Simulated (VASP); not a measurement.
**Sb: electric field gradients with LDA**

Sb:

```
CELL_PARAMETERS angstrom
3.33531 0.00000 0.00000
-1.66766 2.88846 0.00000
0.00000 0.00000 5.33000
ATOMIC_POSITIONS crystal
Sb 0.33333 0.66667 0.25000
Sb 0.66667 0.33333 0.75000
```

This cell differs from its parent crystal: equal xx and yy strain of -1 %.

* Program: VASP 6.6.1
* Task: electric field gradients
* Functional: LDA
* Potentials or basis: VASP PAW LDA potentials, release 64 (Sb)
* Cutoff: 520 eV
* k mesh: 12 × 12 × 7
* Occupations: fermi-dirac, width 0.03 eV
* Spin: no spin polarisation
* Dipole correction: no
* Further INCAR settings: ALGO = Normal; EDIFF = 1e-08; NBANDS = 12

```
Pressure               : 0.2 GPa
Band gap on the k mesh : zero (band 5 reaches 13.21 eV, above the bottom of band 6 at 6.04 eV)
```

Stress tensor (GPa, compression positive):
```
 0.66  0.00  0.00
 0.00  0.66  0.00
 0.00  0.00 -0.84
```

Levels at points of the mesh, in eV from the Fermi level:
| k point | band 1 | band 2 | band 3 | band 4 | band 5 | band 6 | band 7 | band 8 | band 9 | band 10 |
| --- | --- | --- | --- | --- | --- | --- | --- | --- | --- | --- |
| (0.00, 0.00, 0.00) | -13.35 | -9.13 | -6.08 | 3.46 | 3.46 | 5.25 | 5.25 | 5.98 | 7.59 | 8.87 |
| (0.50, 0.00, 0.00) | -9.66 | -8.28 | -4.35 | -3.04 | -2.45 | -0.21 | 0.17 | 3.80 | 4.32 | 7.56 |

Electric field gradients, principal values (V/Å²):
```csv
atom,least,middle,greatest (by size)
1 Sb,-12.356,-12.356,24.712
2 Sb,-12.356,-12.356,24.712
```

Run time: 20 s on 1 thread of Intel(R) Xeon(R) Platinum 8559C (Emerald Rapids), with other jobs on the host, peak memory 0.17 GiB.

Caveat: the cell differs from its parent crystal (equal xx and yy strain of -1 %); without QUAD_EFG the Cq values of the log hold for a quadrupole moment of 1 mb, not for the nuclei; spin-orbit coupling is left out, which moves the levels of the heavy elements.
